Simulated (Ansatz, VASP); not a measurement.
NbAs: VASP beside Ansatz

```xyz
4
Lattice="-1.7259 1.7259 5.8400 1.7259 -1.7259 5.8400 1.7259 1.7259 -5.8400" Properties=species:S:1:pos:R:3 pbc="T T T"
Nb    0.0000    1.7259    0.0000
Nb    0.0000    0.0000    8.7600
As    0.0000    1.7259    4.8589
As    0.0000    0.0000    1.9389
```

Alike in both runs: task single point; functional LDA; k mesh 11 × 11 × 11; occupations gaussian, width 0.1 eV; no spin polarisation.

```csv
,VASP,Ansatz
version,VASP 6.6.1,Ansatz 0.2.0
potentials or method,"VASP PAW LDA potentials, release 64 (Nb_sv, As)",Ansatz PAW
plane-wave cutoff (eV),520,420
valence electrons in the cell,36,56
```

Ansatz gave:

```
gap on the k mesh at the Fermi level (eV)                     : none
pressure (GPa)                                                : -5.5
traceless stress, the component that is largest in VASP (GPa) : 1.03
rms of the force components (eV/Å)                            : 0.159
```

Estimate VASP's values.

gap on the k mesh at the Fermi level (eV): none; pressure (GPa): -5.2; traceless stress, the component that is largest in VASP (GPa): 0.97; rms of the force components (eV/Å): 0.161.

LDA's correlation is that of Perdew and Zunger in VASP and of Perdew and Wang (1992) in Ansatz. Atom by atom the forces differ by 0.002 eV/Å (rms over components). A gap of «none» marks a metal or a gap that the smearing closes. VASP's potentials hold 36 valence electrons a cell and Ansatz's 56, so a difference there can come from the potentials and not from the codes.
